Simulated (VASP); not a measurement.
Sn: single point with LDA

Crystal: Sn.

```
CELL_PARAMETERS angstrom
0.00000 3.23808 3.23808
3.23808 0.00000 3.23808
3.23808 3.23808 0.00000
ATOMIC_POSITIONS crystal
Sn 0.50000 0.50000 0.50000
Sn 0.75000 0.75000 0.75000
```

```json
{
  "Program": "VASP 6.6.1",
  "Task": "single point",
  "Functional": "LDA",
  "Potentials or basis": "VASP PAW LDA potentials, release 64 (Sn_d)",
  "Cutoff": "520 eV",
  "k mesh": "9 × 9 × 9",
  "Occupations": "gaussian, width 0.1 eV",
  "Spin": "no spin polarisation"
}
```

The pressure is -0.1 GPa and the band gap on the k mesh is zero (band 14 reaches 5.52 eV, above the bottom of band 15 at 5.36 eV).

Levels at points of the mesh, in eV from the Fermi level:
| k point | band 11 | band 12 | band 13 | band 14 | band 15 | band 16 | band 17 | band 18 |
| --- | --- | --- | --- | --- | --- | --- | --- | --- |
| (0.00, 0.00, 0.00) | -10.62 | -0.69 | 0.15 | 0.15 | 0.15 | 2.21 | 2.21 | 2.21 |

It took 39 s on 1 thread of Intel(R) Xeon(R) Platinum 8488C (Sapphire Rapids) (shared host), peak memory 0.19 GiB.

Caveat: spin-orbit coupling is left out, which moves the levels of the heavy elements.
